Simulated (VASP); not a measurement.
# NaCd (Fm-3m) in VASP: notebook, part 2 of 2

VASP 6.6.1.

### Step 3. Relaxation of cell and atoms, PBE

This run uses another cell than the first one, of 31.74 Å³/atom.

INCAR reads:

```
SYSTEM = NaCd
PREC = Accurate
ENCUT = 600
EDIFF = 1E-7
ISMEAR = 0
SIGMA = 0.1
LREAL = .False.
LASPH = .True.
NELM = 100
ALGO = Normal
ISIF = 3
LWAVE = .False.
LCHARG = .False.
GGA = PE
IBRION = 2
NSW = 100
EDIFFG = -0.01
```

KPOINTS reads:

```
Automatic mesh
0
Gamma
  16 16 16
  0 0 0
```

POSCAR reads:

```
NaCd
1.0
    0.0000000000      3.1662746158      3.1662746158
    3.1662746158      0.0000000000      3.1662746158
    3.1662746158      3.1662746158      0.0000000000
Na Cd
1 1
Direct
    0.5000000000      0.5000000000      0.5000000000
    0.0000000000      0.0000000000      0.0000000000
```

Potentials or basis: VASP PAW PBE potentials, release 64 (Na_pv, Cd).

Started as:

```bash
cat potpaw_PBE.64/Na_pv/POTCAR potpaw_PBE.64/Cd/POTCAR > POTCAR
mpirun -np 1 vasp_std > vasp.out
```

OUTCAR:

```text
SYSTEM = NaCd
   PREC = Accurate
   ENCUT = 600
   EDIFF = 1E-7
   ISMEAR = 0
   LREAL = .False.
   LASPH = .True.
   NELM = 100
   ISIF = 3
   GGA = PE
   IBRION = 2
   NSW = 100
   EDIFFG = -0.01

 ion  position               nearest neighbor table
   1  0.500  0.500  0.500-   2 3.17   2 3.17   2 3.17   2 3.17   2 3.17   2 3.17
   2  0.000  0.000  0.000-   1 3.17   1 3.17   1 3.17   1 3.17   1 3.17   1 3.17

  LATTYP: Found a face centered cubic cell.
 ALAT       =     6.3325492316

  Lattice vectors:

 A1 = (   0.0000000000,   3.1662746158,   3.1662746158)
 A2 = (   3.1662746158,   0.0000000000,   3.1662746158)
 A3 = (   3.1662746158,   3.1662746158,   0.0000000000)

Analysis of symmetry for initial positions (statically):
=====================================================================
 Subroutine PRICEL returns:
 Original cell was already a primitive cell.

 Routine SETGRP: Setting up the symmetry group for a
 face centered cubic supercell.

 Subroutine GETGRP returns: Found 48 space group operations
 (whereof 48 operations were pure point group operations)
 out of a pool of 48 trial point group operations.

The static configuration has the point symmetry O_h .

Analysis of symmetry for dynamics (positions and initial velocities):
=====================================================================
 Subroutine PRICEL returns:
 Original cell was already a primitive cell.

 Routine SETGRP: Setting up the symmetry group for a
 face centered cubic supercell.

 Subroutine GETGRP returns: Found 48 space group operations
 (whereof 48 operations were pure point group operations)
 out of a pool of 48 trial point group operations.

The dynamic configuration has the point symmetry O_h .

 Subroutine INISYM returns: Found 48 space group operations
[... 170 lines left out ...]
      0.00000      0.00000      0.00000         0.000000     -0.000000      0.000000
 -----------------------------------------------------------------------------------
    total drift:                                0.000000      0.000000      0.000000

  FREE ENERGIE OF THE ION-ELECTRON SYSTEM (eV)
  ---------------------------------------------------
  free  energy   TOTEN  =        -1.8560221874 eV

  energy  without entropy=       -1.8495037272  energy(sigma->0) =       -1.85276296

--------------------------------------- Ionic step        2  -------------------------------------------

 number of electron      19.0000010 magnetization

 Free energy of the ion-electron system (eV)
  ---------------------------------------------------
  ext. energy  EPLUGINS =         0.00000000
  ---------------------------------------------------
  free energy    TOTEN  =        -1.85606371 eV

  energy without entropy =       -1.84952821  energy(sigma->0) =       -1.85279596

 E-fermi :   0.6129     XC(G=0):  -7.9537

 val. band max:        0.5959114192   @ k =  -0.3125   0.1875   0.0000
 cond. band min:       0.6129496680   @ k =  -0.3125   0.3125   0.0000
 fundamental gap:      0.0170382488
 Fermi energy:         0.6128663043

 k-point     1 :       0.0000    0.0000    0.0000
  band No.  band energies     occupation
      1     -23.9201      2.00000
      2     -23.9201      2.00000
      3     -23.9201      2.00000
      4      -8.0898      2.00000
      5      -8.0898      2.00000
      6      -8.0760      2.00000
      7      -8.0760      2.00000
      8      -8.0760      2.00000
      9      -4.6770      2.00000
     10       5.7420      0.00000
     11       5.7420      0.00000
     12       5.7420      0.00000
     13       8.2148      0.00000
[... 354 lines left out ...]
  band No.  band energies     occupation
      1     -23.9206      2.00000
      2     -23.9202      2.00000
      3     -23.9202      2.00000
      4      -8.0906      2.00000
      5      -8.0894      2.00000
      6      -8.0766      2.00000
      7      -8.0727      2.00000
      8      -8.0696      2.00000
      9      -4.5596      2.00000
     10       4.8111      0.00000
     11       5.1858      0.00000
     12       5.7520      0.00000
     13       7.8119      0.00000

 [... further k-points ...]
[... 5 lines left out ...]
  --------------------------------------------------------------------------------------
  -------------------------------------------------------------------------------------
  Total        0.0187251      0.0187251      0.0187251      0.0000000      0.0000000      0.0000000
  in kB        0.4716563      0.4716563      0.4716563      0.0000000      0.0000000      0.0000000
  external PRESSURE =       0.4716563 kB  Pullay stress =       0.0000000 kB

 VOLUME and BASIS-vectors are now :
 -----------------------------------------------------------------------------
  energy-cutoff  :      600.00
  volume of cell :       63.61
      direct lattice vectors                 reciprocal lattice vectors
    -0.000000000  3.168301128  3.168301128    -0.157813282  0.157813282  0.157813282
     3.168301128  0.000000000  3.168301128     0.157813282 -0.157813282  0.157813282
     3.168301128  3.168301128 -0.000000000     0.157813282  0.157813282 -0.157813282

 POSITION                                       TOTAL-FORCE (eV/Angst)
 -----------------------------------------------------------------------------------
      3.16830      3.16830      3.16830        -0.000000     -0.000000      0.000000
      3.16830      6.33660      3.16830         0.000000      0.000000     -0.000000
 -----------------------------------------------------------------------------------
    total drift:                                0.000000      0.000000      0.000000

  FREE ENERGIE OF THE ION-ELECTRON SYSTEM (eV)
  ---------------------------------------------------
  free  energy   TOTEN  =        -1.8560637149 eV

  energy  without entropy=       -1.8495282129  energy(sigma->0) =       -1.85279596

 reached required accuracy - stopping structural energy minimisation
```

CONTCAR:

```text
NaCd
   1.00000000000000
    -0.0000000000000000    3.1683011275543431    3.1683011275543431
     3.1683011275543431    0.0000000000000000    3.1683011275543431
     3.1683011275543431    3.1683011275543431   -0.0000000000000000
  Na              Cd
     1     1
Direct
     0.5000000000000000    0.5000000000000000    0.5000000000000000
     1.0000000000000000    0.0000000000000000    1.0000000000000000

  0.00000000E+00  0.00000000E+00  0.00000000E+00
  0.00000000E+00  0.00000000E+00  0.00000000E+00
```

Run time: 68 s. Hardware: 1 thread of Intel Xeon 6975P-C (Granite Rapids), shared host; peak memory 0.32 GiB.

What came out:

```
Free energy                           : -1.8561 eV
Relaxed volume                        : 31.80 Å³/atom
Relaxed cell                          : a = 4.481 Å, b = 4.481 Å, c = 4.481 Å, α = 60.00°, β = 60.00°, γ = 60.00°
Space group after relaxing (to 0.1 Å) : Fm-3m (No. 225)
Energy gained by relaxing             : 0.0 meV/atom
Ionic steps                           : 2
Pressure after relaxing               : 0.0 GPa
Band gap on the k mesh                : zero (an odd number of electrons rules out a gap without spin polarisation)
```

Final structure:
```yaml
crystal:
  lattice:
    - [0.00000, 3.16830, 3.16830]
    - [3.16830, 0.00000, 3.16830]
    - [3.16830, 3.16830, 0.00000]
  atoms:
    - { symbol: Na, position: [0.50000, 0.50000, 0.50000] }
    - { symbol: Cd, position: [0.00000, 0.00000, 0.00000] }
```

### Step 4. Single point, PBE

This run uses another cell than the first one, of 23.18 Å³/atom.

INCAR reads:

```
  PREC = Accurate
  ENCUT = 520
  EDIFF = 1E-6
  ISMEAR = 0
  SIGMA = 0.1
  LREAL = F
  LASPH = T
  NELM = 100
  ALGO = Normal
  ISIF = 2
  LWAVE = F
  LCHARG = F
  GGA = PE
  NBANDS = 16
```

KPOINTS reads:

```
Automatic mesh
0
Gamma
  6 6 6
```

POSCAR reads:

```
NaCd
1.0
    0.0000000000      2.8513975000      2.8513975000
    2.8513975000      0.0000000000      2.8513975000
    2.8513975000      2.8513975000      0.0000000000
Na Cd
1 1
Direct
    0.5000000000      0.5000000000      0.5000000000
    0.0000000000      0.0000000000      0.0000000000
```

Started as:

```bash
cat potpaw_PBE.64/Na_pv/POTCAR potpaw_PBE.64/Cd/POTCAR > POTCAR
mpirun -np 1 vasp_std > vasp.out
```

Wall time 5.4 s (1 thread of Intel Xeon 6975P-C (Granite Rapids), shared host); peak memory 0.17 GiB.

Results (log left out):

```yaml
Free_energy: -1.5135 eV
Pressure: 8.3 GPa
Band_gap_on_the_k_mesh: zero (an odd number of electrons rules out a gap without spin polarisation)
```

Levels at points of the mesh, in eV from the Fermi level:
```csv
k point,band 7,band 8,band 9,band 10,band 11,band 12
"(0.00, 0.00, 0.00)",-8.90,-8.90,-6.36,6.83,6.83,6.83
"(0.50, 0.00, 0.00)",-8.76,-8.76,-3.24,-1.79,5.10,5.10
"(0.50, 0.50, 0.00)",-8.72,-8.72,-2.11,-1.12,2.88,2.88
```

Caveat: the cell stands under pressure.

### Step 5. The runs side by side

```csv
task,cell,k mesh,cutoff (eV),gap on the mesh (eV),pressure (GPa)
single point,"a = 4.488 Å, angles 60.0°, 2 atoms",16 × 16 × 16,520,none,0.0
relaxation of cell and atoms,"relaxed from a = 4.478 Å, angles 60.0°, 2 atoms",16 × 16 × 16,600,none,0.0
single point,"a = 4.032 Å, angles 60.0°, 2 atoms",6 × 6 × 6,520,none,8.3
```

Alike in all rows: level PBE; potentials or basis VASP PAW PBE potentials, release 64 (Na_pv, Cd); no spin polarisation; smearing gaussian 0.1 eV.

Caveats: the cell stands under pressure (at least some runs).

Absolute energies hang on the potentials; compare differences alone.

The gap in the log of VASP goes by the Fermi energy; the results here count the filled bands.